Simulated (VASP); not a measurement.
Set up this calculation in VASP 6.6.1, as the native input.

- Task: relaxation of cell and atoms
- Functional: PBE
- Potentials or basis: VASP PAW PBE potentials, release 64 (K_sv, Cu, Pb_d)
- Cutoff: 600 eV
- k mesh: 4 × 4 × 4
- Occupations: gaussian, width 0.1 eV
- Spin: no spin polarisation
- Dipole correction: no
- Further INCAR settings: ALGO = Normal; EDIFF = 1e-07; IBRION = 2; EDIFFG = -0.04; NSW = 90; ISIF = 3

The structure of K4CuPb lies in POSCAR:

```
K4CuPb
1.0
    0.0000000000      4.4085432200      4.4085432200
    4.4085432200      0.0000000000      4.4085432200
    4.4085432200      4.4085432200      0.0000000000
K Cu Pb
4 1 1
Direct
    0.8727561500      0.3757479500      0.3757479500
    0.3757479500      0.3757479500      0.3757479500
    0.3757479500      0.8727561500      0.3757479500
    0.3757479500      0.3757479500      0.8727561500
    0.0000000000      0.0000000000      0.0000000000
    0.7500000000      0.7500000000      0.7500000000
```

The cell was generated, and may not be a known phase.

The input as run:

INCAR

```
SYSTEM = K4CuPb
PREC = Accurate ; ENCUT = 600
EDIFF = 1E-7 ; ISMEAR = 0
SIGMA = 0.1 ; LREAL = .False.
LASPH = .True. ; NELM = 100
ALGO = Normal ; ISIF = 3
LWAVE = .False. ; LCHARG = .False.
GGA = PE ; IBRION = 2
NSW = 90 ; EDIFFG = -0.04
```

KPOINTS

```
regular mesh
0
Gamma
  4 4 4
  0 0 0
```

Potentials or basis: VASP PAW PBE potentials, release 64 (K_sv, Cu, Pb_d).

The run is started by

```sh
$ cat potpaw_PBE.64/K_sv/POTCAR potpaw_PBE.64/Cu/POTCAR potpaw_PBE.64/Pb_d/POTCAR > POTCAR
$ mpirun -np 1 vasp_std > vasp.out
```

Results of the run:

The relaxed volume is 42.23 Å³/atom, the relaxed cell is a = 7.103 Å, b = 7.103 Å, c = 7.103 Å, α = 60.00°, β = 60.00°, γ = 60.00° and the space group after relaxing (to 0.1 Å) is F-43m (No. 216). The energy gained by relaxing is 166.9 meV/atom and the ionic steps are 8. The pressure after relaxing is 0.0 GPa, the largest force after relaxing is 0.004 eV/Å and the band gap on the k mesh is zero (an odd number of electrons rules out a gap without spin polarisation).

Caveat: the volume moved by over 15 % at a fixed basis, so the end points are rough; spin-orbit coupling is left out, which moves the levels of the heavy elements.

Wall time 7.4 min on 1 thread of Intel(R) Xeon(R) 6975P-C (Granite Rapids) (shared host), peak memory 0.39 GiB.
